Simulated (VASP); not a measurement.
# Ba2SrN2 (P-3m1) in VASP: notebook

The runs below take Ba2SrN2 through single point, relaxation of cell and atoms, with PBE.

All numbers are computed with VASP 6.6.1; they aren't measurements. Logs are shortened: lines on timing, memory, paths and dates and some standing lists are left out, and cuts for length are marked.

## Step 1: The cell of the first run

It takes space group P-3m1 (No. 164, trigonal). The conventional cell has a = 3.899 Å, b = 3.899 Å, c = 10.512 Å, α = 90.00°, β = 90.00°, γ = 120.00°. Within 3.4 Å of Ba (site symmetry 3m) lie 3 N at 2.59 Å. Sr (site symmetry -3m) has 6 N at 2.83 Å and 6 Ba at 3.74 Å and 6 Sr at 3.90 Å within 3.9 Å. N (site symmetry 3m) has 3 Ba at 2.59 Å and 3 Sr at 2.83 Å within 3.4 Å.

## Step 2: Single point, PBE

INCAR

```
SYSTEM = Ba2SrN2
PREC = Accurate
ENCUT = 520
EDIFF = 1E-7
ISMEAR = -1
SIGMA = 0.02
LREAL = .False.
LASPH = .True.
NELM = 60
ALGO = Normal
ISIF = 2
LWAVE = .False.
LCHARG = .False.
GGA = PE
NBANDS = 28
```

KPOINTS

```
regular mesh
0
Gamma
  7 7 2
  0 0 0
```

POSCAR

```
Ba2SrN2
1.0
    3.8990721079      0.0000000000      0.0000000000
   -1.9495360540      3.3766954966      0.0000000000
    0.0000000000      0.0000000000     10.5118802466
Ba Sr N
2 1 2
Direct
    0.6666666667      0.3333333333      0.2159090175
    0.3333333333      0.6666666667      0.7840909825
    0.0000000000      0.0000000000      0.5000000000
    0.6666666667      0.3333333333      0.6623659875
    0.3333333333      0.6666666667      0.3376340125
```

Potentials or basis: VASP PAW PBE potentials, release 64 (Ba_sv, Sr_sv, N).

Launch:

```console
cat potpaw_PBE.64/Ba_sv/POTCAR potpaw_PBE.64/Sr_sv/POTCAR potpaw_PBE.64/N/POTCAR > POTCAR
mpirun -np 1 vasp_std > vasp.out
```

OUTCAR:

```text
SYSTEM = Ba2SrN2
   PREC = Accurate
   ENCUT = 520
   EDIFF = 1E-7
   ISMEAR = -1
   LREAL = .False.
   LASPH = .True.
   NELM = 60
   ISIF = 2
   GGA = PE

 ion  position               nearest neighbor table
   1  0.667  0.333  0.216-   5 2.59   5 2.59   5 2.59   3 3.74   3 3.74   3 3.74
   2  0.333  0.667  0.784-   4 2.59   4 2.59   4 2.59   3 3.74   3 3.74   3 3.74
   3  0.000  0.000  0.500-   4 2.83   5 2.83   4 2.83   5 2.83   4 2.83   5 2.83   1 3.74   2 3.74
                             2 3.74   1 3.74   1 3.74   2 3.74
   4  0.667  0.333  0.662-   2 2.59   2 2.59   2 2.59   3 2.83   3 2.83   3 2.83
   5  0.333  0.667  0.338-   1 2.59   1 2.59   1 2.59   3 2.83   3 2.83   3 2.83

  LATTYP: Found a hexagonal cell.
 ALAT       =     3.8990721079
 C/A-ratio  =     2.6959953434

  Lattice vectors:

 A1 = (   3.8990721079,   0.0000000000,   0.0000000000)
 A2 = (  -1.9495360540,   3.3766954966,   0.0000000000)
 A3 = (   0.0000000000,   0.0000000000,  10.5118802466)

Analysis of symmetry for initial positions (statically):
=====================================================================
 Subroutine PRICEL returns:
 Original cell was already a primitive cell.

 Routine SETGRP: Setting up the symmetry group for a
 hexagonal supercell.

 Subroutine GETGRP returns: Found 12 space group operations
 (whereof 12 operations were pure point group operations)
 out of a pool of 24 trial point group operations.

The static configuration has the point symmetry D_3d.

Analysis of symmetry for dynamics (positions and initial velocities):
=====================================================================
 Subroutine PRICEL returns:
 Original cell was already a primitive cell.

 Routine SETGRP: Setting up the symmetry group for a
 hexagonal supercell.

 Subroutine GETGRP returns: Found 12 space group operations
 (whereof 12 operations were pure point group operations)
 out of a pool of 24 trial point group operations.

The dynamic configuration has the point symmetry D_3d.

 Subroutine INISYM returns: Found 12 space group operations
 (whereof 12 operations are pure point group operations),
 and found     1 'primitive' translations

----------------------------------------------------------------------------------------

                                     Primitive cell

  volume of cell :     138.3992

  direct lattice vectors                    reciprocal lattice vectors
     3.899072108  0.000000000  0.000000000     0.256471276  0.148073760  0.000000000
[... 86 lines left out ...]
   NSW    =      0    number of steps for IOM
   IBRION =     -1    ionic relax: 0-MD 1-quasi-New 2-CG
   NFREE  =      0    steps in history (QN), initial steepest desc. (CG)
   ISIF   =      2    stress and relaxation
   ISYM   =      2    0-nonsym 1-usesym 2-fastsym
   POTIM  = 0.5000    time-step for ionic-motion
   TEBEG  =    0.0;   TEEND  =   0.0 temperature during run
   PSTRESS=    0.0 pullay stress
   NELECT =      40.0000    total number of electrons
   NUPDOWN=      -1.0000    fix difference up-down
   EMIN   =  10.00;   EMAX   =-10.00  energy-range for DOS
   EFERMI =   0.00;   METHOD = LEGACY
   ISMEAR =    -1;   SIGMA  =   0.02  broadening in eV -4-tet -1-fermi 0-gaus
   EFERMI_NEDOS =   21; number of points for ismear=-14 and -15
   IALGO  =     38    algorithm
   IMIX   =      4    mixing-type and parameters
     AMIX     =   0.40;   BMIX     =  1.00
     AMIX_MAG =   1.60;   BMIX_MAG =  1.00
  volume/ion in A,a.u.               =      27.68       186.79
  Fermi-wavevector in a.u.,A,eV,Ry     =   1.082390  2.045420 15.940142  1.171567
  Thomas-Fermi vector in A             =   2.218430
   LORBIT       =      0    0 simple, 1 ext, 2 COOP (PROOUT), +10 PAW based schemes
   GGA     = PE    functional components
   LHFCALC =     F    Hartree Fock is set to
   AEXX    =    0.0000 exact exchange contribution
   IVDW    =     0    specifies the selected vdW correction
   LEPSILON=     F    determine dielectric tensor
   LRPA    =     F    only Hartree local field effects (RPA)
 non-spin polarized calculation
  energy-cutoff  :      520.00
  volume of cell :      138.40
 maximum number of plane-waves:      3777
 NGX is ok and might be reduce to    30
   NGX = 15   NGY = 15   NGZ = 39

 number of electron      39.9999997 magnetization

 Free energy of the ion-electron system (eV)
  ---------------------------------------------------
  ext. energy  EPLUGINS =         0.00000000
  ---------------------------------------------------
  free energy    TOTEN  =       -24.17690760 eV

  energy without entropy =      -24.17433268  energy(sigma->0) =      -24.17562014

 E-fermi :   1.8831     XC(G=0):  -8.6658

 val. band max:        1.8566376059   @ k =   0.4286   0.0000   0.5000
 cond. band min:       2.0491867185   @ k =   0.1429   0.0000   0.5000
 fundamental gap:      0.1925491126
 Fermi energy:         1.8830534341

 k-point     1 :       0.0000    0.0000    0.0000
  band No.  band energies     occupation
      1     -31.6484      2.00000
      2     -24.7616      2.00000
      3     -24.7586      2.00000
      4     -13.9353      2.00000
      5     -13.5275      2.00000
      6     -13.5275      2.00000
[... 485 lines left out ...]
     27       6.7479      0.00000
     28       7.5852      0.00000

------------------------ aborting loop because EDIFF is reached ----------------------------------------

  FORCE on cell =-STRESS in cart. coord.  units (eV):
  Direction    XX          YY          ZZ          XY          YZ          ZX
  --------------------------------------------------------------------------------------
  -------------------------------------------------------------------------------------
  Total        1.1097040      1.1097040      0.8301916     -0.0000000     -0.0000000      0.0000000
  in kB       12.8464809     12.8464809      9.6107076     -0.0000000     -0.0000000      0.0000000
  external PRESSURE =      11.7678898 kB  Pullay stress =       0.0000000 kB

 VOLUME and BASIS-vectors are now :
 -----------------------------------------------------------------------------
  energy-cutoff  :      520.00
  volume of cell :      138.40
      direct lattice vectors                 reciprocal lattice vectors
     3.899072108  0.000000000  0.000000000     0.256471276  0.148073760  0.000000000
    -1.949536054  3.376695497  0.000000000     0.000000000  0.296147521  0.000000000
     0.000000000  0.000000000 10.511880247     0.000000000  0.000000000  0.095130460

 POSITION                                       TOTAL-FORCE (eV/Angst)
 -----------------------------------------------------------------------------------
      1.94954      1.12557      2.26961         0.000000      0.000000     -0.280883
     -0.00000      2.25113      8.24227         0.000000      0.000000      0.280883
      0.00000      0.00000      5.25594         0.000000      0.000000      0.000000
      1.94954      1.12557      6.96271        -0.000000      0.000000     -0.237604
     -0.00000      2.25113      3.54917        -0.000000     -0.000000      0.237604
 -----------------------------------------------------------------------------------
    total drift:                                0.000000     -0.000000      0.000000

  FREE ENERGIE OF THE ION-ELECTRON SYSTEM (eV)
  ---------------------------------------------------
  free  energy   TOTEN  =       -24.1769076046 eV

  energy  without entropy=      -24.1743326818  energy(sigma->0) =      -24.17562014
```

OSZICAR:

```text
N       E                     dE             d eps       ncg     rms          rms(c)
DAV:   1     0.279632150986E+03    0.27963E+03   -0.19037E+04   896   0.128E+03
DAV:   2    -0.148305463380E+02   -0.29446E+03   -0.28548E+03  1380   0.275E+02
DAV:   3    -0.344145464685E+02   -0.19584E+02   -0.19492E+02  1104   0.722E+01
DAV:   4    -0.350816695847E+02   -0.66712E+00   -0.66620E+00  1560   0.110E+01
DAV:   5    -0.350880655711E+02   -0.63960E-02   -0.63947E-02  1184   0.104E+00    0.201E+01
DAV:   6    -0.254505911106E+02    0.96375E+01   -0.67970E+01  1096   0.355E+01    0.241E+01
DAV:   7    -0.247527341806E+02    0.69786E+00   -0.69610E+00  1048   0.127E+01    0.144E+01
DAV:   8    -0.241774136901E+02    0.57532E+00   -0.31065E+00  1036   0.689E+00    0.220E+00
DAV:   9    -0.241798496767E+02   -0.24360E-02   -0.80058E-02  1184   0.141E+00    0.170E+00
DAV:  10    -0.241756588078E+02    0.41909E-02   -0.38440E-02  1176   0.975E-01    0.429E-01
DAV:  11    -0.241767026638E+02   -0.10439E-02   -0.42925E-03  1256   0.281E-01    0.207E-01
DAV:  12    -0.241769068936E+02   -0.20423E-03   -0.72845E-04  1068   0.127E-01    0.430E-02
DAV:  13    -0.241769159687E+02   -0.90751E-05   -0.38103E-04  1144   0.782E-02    0.384E-02
DAV:  14    -0.241769128546E+02    0.31141E-05   -0.13509E-04  1096   0.456E-02    0.202E-02
DAV:  15    -0.241769084643E+02    0.43903E-05   -0.33684E-05  1116   0.232E-02    0.530E-03
DAV:  16    -0.241769077767E+02    0.68769E-06   -0.30484E-06  1304   0.701E-03    0.333E-03
DAV:  17    -0.241769076096E+02    0.16705E-06   -0.60305E-07  1004   0.353E-03    0.193E-03
DAV:  18    -0.241769076046E+02    0.50259E-08   -0.19504E-07   904   0.169E-03
   1 F= -.24176908E+02 E0= -.24175620E+02  d E =-.257492E-02
```

Run time: 2.4 min. Hardware: 1 thread of Intel Xeon 8259CL, shared host; peak memory 0.29 GiB.

What came out:

- Free energy: -24.1769 eV
- Pressure: 1.2 GPa
- Largest force: 0.281 eV/Å
- Band gap on the k mesh: zero (bands 20 and 21 overlap by 0.31 eV)

Forces in eV/Å, atoms in the order of the input:
```
Ba   0.000  0.000 -0.281
Ba   0.000  0.000  0.281
Sr   0.000  0.000  0.000
N    0.000  0.000 -0.238
N    0.000  0.000  0.238
```

Levels at points of the mesh, in eV from the Fermi level:
| k point | band 18 | band 19 | band 20 | band 21 | band 22 | band 23 |
| --- | --- | --- | --- | --- | --- | --- |
| (0.00, 0.00, 0.00) | -0.68 | -0.46 | -0.34 | -0.34 | 3.17 | 3.31 |
| (0.00, 0.00, 0.50) | -0.69 | -0.33 | -0.33 | -0.10 | 2.29 | 3.94 |

Caveat: spin-orbit coupling is left out, which moves the levels of the heavy elements.

## Step 3: Relaxation of cell and atoms, PBE

This run uses another cell than the first one, of 28.26 Å³/atom.

INCAR

```
SYSTEM = Ba2SrN2
PREC = Accurate
ENCUT = 600
EDIFF = 1E-7
ISMEAR = -1
SIGMA = 0.02
LREAL = .False.
LASPH = .True.
NELM = 60
ALGO = Normal
ISIF = 3
LWAVE = .False.
LCHARG = .False.
GGA = PE
IBRION = 2
NSW = 60
EDIFFG = -0.01
```

KPOINTS

```
Automatic mesh
0
Gamma
  7 7 2
  0 0 0
```

POSCAR

```
Ba2SrN2
1.0
    3.9305740000      0.0000000000      0.0000000000
   -1.9652870000      3.4039769355      0.0000000000
    0.0000000000      0.0000000000     10.5606640000
Ba Sr N
2 1 2
Direct
    0.6666666667      0.3333333333      0.2154780000
    0.3333333333      0.6666666667      0.7845220000
    0.0000000000      0.0000000000      0.5000000000
    0.6666666667      0.3333333333      0.6607440000
    0.3333333333      0.6666666667      0.3392560000
```

Potentials or basis: VASP PAW PBE potentials, release 64 (Ba_sv, Sr_sv, N).

Launch:

```console
cat potpaw_PBE.64/Ba_sv/POTCAR potpaw_PBE.64/Sr_sv/POTCAR potpaw_PBE.64/N/POTCAR > POTCAR
mpirun -np 1 vasp_std > vasp.out
```

Run time: 5.7 min. Hardware: 1 thread of Intel Xeon 8259CL, shared host; peak memory 0.34 GiB.

It converged, with:

| Property | Result |
| --- | --- |
| Free energy | -24.1967 eV |
| Relaxed volume | 28.21 Å³/atom |
| Relaxed cell | a = 3.930 Å, b = 3.930 Å, c = 10.548 Å, α = 90.00°, β = 90.00°, γ = 120.00° |
| Space group after relaxing (to 0.1 Å) | P-3m1 (No. 164) |
| Energy gained by relaxing | 0.0 meV/atom |
| Ionic steps | 4 |
| Pressure after relaxing | 0.0 GPa |
| Largest force after relaxing | 0.009 eV/Å |
| Band gap on the k mesh | zero (bands 20 and 21 overlap by 0.27 eV) |

Forces in eV/Å, atoms in the order of the input:
```
Ba   0.000  0.000 -0.009
Ba   0.000  0.000  0.009
Sr   0.000  0.000  0.000
N    0.000  0.000  0.004
N    0.000  0.000 -0.004
```

Final structure:
```
CELL_PARAMETERS angstrom
3.92964 0.00000 0.00000
-1.96482 3.40317 0.00000
0.00000 0.00000 10.54756
ATOMIC_POSITIONS crystal
Ba 0.66667 0.33333 0.21533
Ba 0.33333 0.66667 0.78467
Sr 0.00000 0.00000 0.50000
N 0.66667 0.33333 0.66066
N 0.33333 0.66667 0.33934
```

Levels at points of the mesh, in eV from the Fermi level:
```
           k point  band 17  band 18  band 19  band 20  band 21  band 22  band 23  band 24
(0.00, 0.00, 0.00)    -0.65    -0.65    -0.51    -0.29    -0.29     3.07     3.23     4.28
(0.00, 0.00, 0.50)    -0.65    -0.65    -0.28    -0.28    -0.08     2.19     3.83     4.39
```

Caveat: spin-orbit coupling is left out, which moves the levels of the heavy elements.
